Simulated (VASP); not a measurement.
Sn:

```
Sn
1.0
    -2.94014    2.94014    1.59930
     2.94014   -2.94014    1.59930
     2.94014    2.94014   -1.59930
Sn
2
Cartesian
  0.0000 0.0000 0.0000
  0.0000 2.9401 0.7997
```

- Program: VASP 6.6.1
- Task: relaxation of cell and atoms
- Functional: BLYP
- Dispersion: D4
- Potentials or basis: VASP PAW PBE potentials, release 64 (Sn_d)
- Cutoff: 600 eV
- k mesh: 9 × 9 × 9
- Occupations: fermi-dirac, width 0.05 eV
- Spin: no spin polarisation

At the start: pressure 1.4 GPa; volume 27.65 Å³/atom.

**Question.** How do energy, volume and symmetry change on relaxing?

**Answer.** Over 5 steps the energy falls by 3.5 meV/atom and the volume is 28.41 Å³/atom (+2.8 %); space group I4_1/amd (No. 141, to 0.1 Å) before and after.

The path:
| step | energy change (eV) | largest force (eV/Å) | pressure (GPa) | volume (Å³) |
| --- | --- | --- | --- | --- |
| 1 | 0.0000 | 0.0000 | 1.42 | 55.30 |
| 2 | -0.0065 | 0.0000 | -0.35 | 57.28 |
| 3 | -0.0069 | 0.0000 | -0.01 | 56.87 |
| 4 | -0.0069 | 0.0000 | 0.02 | 56.83 |
| 5 | -0.0069 | 0.0000 | 0.02 | 56.83 |

Final structure:
```cif
data_structure
_symmetry_space_group_name_H-M 'P 1'
_symmetry_Int_Tables_number 1
_cell_length_a 4.4986
_cell_length_b 4.4986
_cell_length_c 4.4986
_cell_angle_alpha 97.364
_cell_angle_beta 97.364
_cell_angle_gamma 138.045
_cell_volume 56.83
loop_
_atom_site_label
_atom_site_type_symbol
_atom_site_fract_x
_atom_site_fract_y
_atom_site_fract_z
_atom_site_occupancy
Sn1 Sn 0.00000 0.00000 0.00000 1
Sn2 Sn 0.75000 0.25000 0.50000 1
```

Caveat: the PAW data sets were made with another functional, which shifts forces and pressure a little.
